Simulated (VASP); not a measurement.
Runs of VASP 6.6.1 on AgS. The structure is that of space group Fm-3m (No. 225), or close to it. The cells are those of the table. 

```tsv
task	spin	cell	k mesh	cutoff (eV)	gap on the mesh (eV)	pressure (GPa)
single point	collinear, ferromagnetic start	a = 3.746 Å, angles 60.0°, 2 atoms	6 × 6 × 6	520	none	-0.5
relaxation of cell and atoms	off	relaxed from a = 4.117 Å, angles 60.0°, 2 atoms	6 × 6 × 6	600	none	-0.1
single point	off	a = 3.620 Å, angles 60.0°, 2 atoms	18 × 18 × 18	520	none	9.8
single point	off	a = 3.773 Å, angles 60.0°, 2 atoms	18 × 18 × 18	520	none	-2.4
single point	off	a = 3.746 Å, angles 60.0°, 2 atoms	6 × 6 × 6	520	none	-0.5
single point	off	a = 3.659 Å, angles 60.0°, 2 atoms	18 × 18 × 18	520	none	5.8
single point	off	a = 4.117 Å, angles 60.0°, 2 atoms	6 × 6 × 6	520	none	(a)
single point	off	a = 3.698 Å, angles 60.0°, 2 atoms	18 × 18 × 18	520	none	(b)
```

Alike in all rows: level PBE; potentials or basis VASP PAW PBE potentials, release 64 (Ag, S); smearing gaussian 0.1 eV.

Task: Fill in the values left out.

Result: (a) -11.2; (b) 2.6.

A k mesh can miss the band edges, and the runs leave out spin-orbit coupling on Ag.

A gap of «none» marks levels without a gap at the run's occupations.
